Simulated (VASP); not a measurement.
**Sc: single point with PBEsol**

The system is Sc.

```xyz
1
Lattice="3.1559 0.0000 0.0000 -1.5780 2.7331 0.0000 1.5780 0.9110 2.6909" Properties=species:S:1:pos:R:3 pbc="T T T"
Sc    0.0000    0.0000    0.0000
```

```
Program             : VASP 6.6.1
Task                : single point
Functional          : PBEsol
Potentials or basis : VASP PAW PBE potentials, release 64 (Sc_sv)
Cutoff              : 520 eV
k mesh              : 12 × 12 × 13
Occupations         : gaussian, width 0.1 eV
Spin                : no spin polarisation
```

The pressure is 0.9 GPa. The band gap on the k mesh is zero (an odd number of electrons rules out a gap without spin polarisation).

Stress tensor (GPa, compression positive):
```
 1.91  0.01  0.02
 0.01  1.90  0.01
 0.02  0.01 -1.14
```

Levels at points of the mesh, in eV from the Fermi level:
```
           k point  band 3  band 4  band 5  band 6  band 7  band 8  band 9  band 10
(0.00, 0.00, 0.00)  -27.52  -27.52   -5.30    1.40    1.77    1.77    3.18     3.18
(0.50, 0.00, 0.00)  -27.71  -27.68   -1.65   -0.72    2.15    4.10    4.39     4.42
(0.00, 0.50, 0.00)  -27.60  -27.60   -1.82    0.47    1.30    1.73    4.03     4.26
(0.50, 0.50, 0.00)  -27.60  -27.60   -1.82    0.47    1.30    1.73    4.03     4.26
```

Run time: 5.5 min on 1 thread of Oxide Virtual Turin-like Processor (shared host), peak memory 0.31 GiB.

Caveat: the PAW data sets were made with another functional, which shifts forces and pressure a little.
